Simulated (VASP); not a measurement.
CdH, 8 atoms in the cell. The structure is hexagonal, space group P6_3/mmc (No. 194). Conventional cell: a = 3.156 Å, b = 3.156 Å, c = 15.315 Å, α = 90.00°, β = 90.00°, γ = 120.00°. Within 2.8 Å of Cd (site symmetry -3m) lie 6 H at 2.09 Å. Within 4.3 Å of Cd (site symmetry -6m2) lie 12 Cd at 3.16 to 4.24 Å and 6 H at 3.34 Å. Within 2.8 Å of H (site symmetry 3m) lie 3 Cd at 2.09 Å and 3 H at 2.75 Å. 

* Program: VASP 6.6.1
* Task: relaxation of cell and atoms
* Functional: PBE
* Potentials or basis: VASP PAW PBE potentials, release 64 (Cd, H)
* Cutoff: 600 eV
* k mesh: 12 × 12 × 2
* Occupations: gaussian, width 0.1 eV
* Spin: no spin polarisation
* Dipole correction: no
* Further INCAR settings: ALGO = Fast; EDIFF = 1e-06; IBRION = 2; EDIFFG = -0.025; NSW = 90; ISIF = 3

Potentials or basis: VASP PAW PBE potentials, release 64 (Cd, H).

Run with:

```sh
$ cat potpaw_PBE.64/Cd/POTCAR potpaw_PBE.64/H/POTCAR > POTCAR
$ mpirun -np 1 vasp_std > vasp.out
```

Hardware: 1 thread of Intel(R) Xeon(R) 6975P-C (Granite Rapids), on a shared host.

How long does it take, and how much memory?

Wall time 2.4 min on 1 thread of Intel(R) Xeon(R) 6975P-C (Granite Rapids) (shared host), peak memory 0.4 GiB. Counts: scf iterations 21, k points 38, ion steps 2.
